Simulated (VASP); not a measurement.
# Ta (P6/mmm) in VASP: further runs, part 3 of 3

VASP 6.6.1. The steps go on from the part before.

**6. Single point, r2SCAN (18.41 Å³/atom)**

File POSCAR:

```
Ta
1.0
    4.8493108846      0.0000000000      0.0000000000
   -2.4246554423      4.1996264169      0.0000000000
    0.0000000000      0.0000000000      2.7122333654
Ta
3
Direct
    1.0000000000      0.0000000000      0.0000000000
    0.3333333333      0.6666666667      0.5000000000
    0.6666666667      0.3333333333      0.5000000000
```

File INCAR.step1:

```
ALGO = Normal
EDIFF = 1E-4
ENCUT = 520
GGA = PE
ISMEAR = -1
LASPH = True
LCHARG = False
LREAL = False
LWAVE = True
NBANDS = 24
NELM = 80
PREC = Accurate
SIGMA = 0.1
```

File INCAR.step2:

```
ALGO = Normal
EDIFF = 1E-7
ENCUT = 520
ISIF = 2
ISMEAR = -1
ISTART = 1
LASPH = True
LCHARG = True
LELF = True
LMIXTAU = True
LREAL = False
LVHAR = True
LWAVE = False
METAGGA = R2SCAN
NBANDS = 24
NELM = 80
PREC = Accurate
SIGMA = 0.1
```

File KPOINTS:

```
k-points
0
Gamma
  9 9 13
```

Potentials or basis: VASP PAW PBE potentials, release 64 (Ta_pv).

Started as:

```bash
$ cat potpaw_PBE.64/Ta_pv/POTCAR > POTCAR
$ cp INCAR.step1 INCAR
$ mpirun -np 1 vasp_std > vasp.out
$ cp INCAR.step2 INCAR
$ mpirun -np 1 vasp_std > vasp.out
```

OUTCAR:

```text
EDIFF = 1E-7
   ENCUT = 520
   ISIF = 2
   ISMEAR = -1
   ISTART = 1
   LASPH = True
   LREAL = False
   METAGGA = R2SCAN
   NELM = 80
   PREC = Accurate

 ion  position               nearest neighbor table
   1  0.000  0.000  0.000-   2 3.11   3 3.11   2 3.11   3 3.11   2 3.11   2 3.11   3 3.11   3 3.11
                             3 3.11   3 3.11   2 3.11   2 3.11
   2  0.333  0.667  0.500-   3 2.80   3 2.80   3 2.80   1 3.11   1 3.11   1 3.11   1 3.11   1 3.11
                             1 3.11
   3  0.667  0.333  0.500-   2 2.80   2 2.80   2 2.80   1 3.11   1 3.11   1 3.11   1 3.11   1 3.11
[... 849 lines left out ...]
  --------------------------------------------------------------------------------------
  -------------------------------------------------------------------------------------
  Total        0.2581577      0.2581577      0.1277149      0.0000000      0.0000000      0.0000000
  in kB        7.4882092      7.4882092      3.7045407      0.0000000      0.0000000      0.0000000
  external PRESSURE =       6.2269864 kB  Pullay stress =       0.0000000 kB

 VOLUME and BASIS-vectors are now :
 -----------------------------------------------------------------------------
  energy-cutoff  :      520.00
  volume of cell :       55.24
      direct lattice vectors                 reciprocal lattice vectors
     4.849310885  0.000000000  0.000000000     0.206214867  0.119058209  0.000000000
    -2.424655442  4.199626417  0.000000000     0.000000000  0.238116418  0.000000000
     0.000000000  0.000000000  2.712233365     0.000000000  0.000000000  0.368699837

 POSITION                                       TOTAL-FORCE (eV/Angst)
 -----------------------------------------------------------------------------------
      0.00000      0.00000      0.00000         0.000000     -0.000000      0.000000
     -0.00000      2.79975      1.35612        -0.000000     -0.000000      0.000000
      2.42466      1.39988      1.35612        -0.000000      0.000000      0.000000
 -----------------------------------------------------------------------------------
    total drift:                                0.000000      0.000000     -0.000000

  FREE ENERGIE OF THE ION-ELECTRON SYSTEM (eV)
  ---------------------------------------------------
  free  energy   TOTEN  =      -145.1284646741 eV

  energy  without entropy=     -145.0331968345  energy(sigma->0) =     -145.08083075
```

Wall time 4 min (1 thread of AMD EPYC 7R13, shared host); peak memory 0.23 GiB.

What came out:

| Property | Result |
| --- | --- |
| Free energy | -145.1285 eV |
| Pressure | 0.6 GPa |
| Band gap on the k mesh | zero (an odd number of electrons rules out a gap without spin polarisation) |

Levels at points of the mesh, in eV from the Fermi level:
| k point | band 15 | band 16 | band 17 | band 18 | band 19 | band 20 |
| --- | --- | --- | --- | --- | --- | --- |
| (0.00, 0.00, 0.00) | -1.58 | -1.58 | -0.78 | 1.13 | 1.13 | 3.65 |

Caveat: the PAW data sets were made with another functional, which shifts forces and pressure a little; spin-orbit coupling is left out, which moves the levels of the heavy elements.

**7. Single point, r2SCAN (19.15 Å³/atom)**

This run uses another cell than the first one, of 19.15 Å³/atom.

File POSCAR:

```
Ta
1.0
    4.9131249247      0.0000000000      0.0000000000
   -2.4565624623      4.2548909968      0.0000000000
    0.0000000000      0.0000000000      2.7479247395
Ta
3
Direct
    1.0000000000      0.0000000000      0.0000000000
    0.3333333333      0.6666666667      0.5000000000
    0.6666666667      0.3333333333      0.5000000000
```

File INCAR.step1:

```
PREC = Accurate ; ENCUT = 520
ISMEAR = -1 ; SIGMA = 0.1
LREAL = False ; LASPH = True
NELM = 60 ; NBANDS = 24
GGA = PE ; ALGO = Normal
EDIFF = 1E-4 ; LWAVE = True
LCHARG = False
```

File INCAR.step2:

```
PREC = Accurate ; ENCUT = 520
EDIFF = 1E-7 ; ISMEAR = -1
SIGMA = 0.1 ; LREAL = False
LASPH = True ; NELM = 60
ALGO = Normal ; ISIF = 2
LWAVE = False ; LCHARG = False
METAGGA = R2SCAN ; LMIXTAU = True
NBANDS = 24 ; ISTART = 1
```

File KPOINTS:

```
Automatic mesh
0
Gamma
  9 9 13
```

Started as:

```bash
$ cat potpaw_PBE.64/Ta_pv/POTCAR > POTCAR
$ cp INCAR.step1 INCAR
$ mpirun -np 1 vasp_std > vasp.out
$ cp INCAR.step2 INCAR
$ mpirun -np 1 vasp_std > vasp.out
```

It took 6.2 min on 1 thread of AMD EPYC 7R13, shared host; peak memory 0.24 GiB.

Results (log left out):

- Free energy: -145.0868 eV
- Pressure: -6.5 GPa
- Band gap on the k mesh: zero (an odd number of electrons rules out a gap without spin polarisation)

Stress tensor (GPa, compression positive):
```
-6.12  0.00  0.00
 0.00 -6.12  0.00
 0.00  0.00 -7.26
```

Levels at points of the mesh, in eV from the Fermi level:
```
           k point  band 14  band 15  band 16  band 17  band 18  band 19  band 20  band 21
(0.00, 0.00, 0.00)    -1.60    -1.57    -1.57    -0.75     1.10     1.10     3.53     3.53
```

Caveat: the cell stands under tension; the PAW data sets were made with another functional, which shifts forces and pressure a little; spin-orbit coupling is left out, which moves the levels of the heavy elements.

**8. Summary**

```tsv
cell	k mesh	gap on the mesh (eV)	pressure (GPa)
a = 4.849, b = 4.849, c = 2.712 Å, angles 90.0, 90.0, 120.0°, 3 atoms	8 × 8 × 11	none	0.7
a = 4.647, b = 4.647, c = 2.599 Å, angles 90.0, 90.0, 120.0°, 3 atoms	9 × 9 × 13	none	32.0
a = 4.716, b = 4.716, c = 2.638 Å, angles 90.0, 90.0, 120.0°, 3 atoms	9 × 9 × 13	none	19.5
a = 4.784, b = 4.784, c = 2.676 Å, angles 90.0, 90.0, 120.0°, 3 atoms	9 × 9 × 13	none	9.2
a = 4.849, b = 4.849, c = 2.712 Å, angles 90.0, 90.0, 120.0°, 3 atoms	9 × 9 × 13	none	0.6
a = 4.913, b = 4.913, c = 2.748 Å, angles 90.0, 90.0, 120.0°, 3 atoms	9 × 9 × 13	none	-6.5
```

Alike in all rows: task single point; level r2SCAN; potentials or basis VASP PAW PBE potentials, release 64 (Ta_pv); no spin polarisation; cutoff (eV) 520; smearing fermi-dirac 0.1 eV.

Caveats: the PAW data sets were made with another functional, which shifts forces and pressure a little; spin-orbit coupling is left out, which moves the levels of the heavy elements; the cell stands under pressure (at least some runs); the cell stands under tension (at least some runs).

Absolute energies hang on the potentials; compare differences alone.
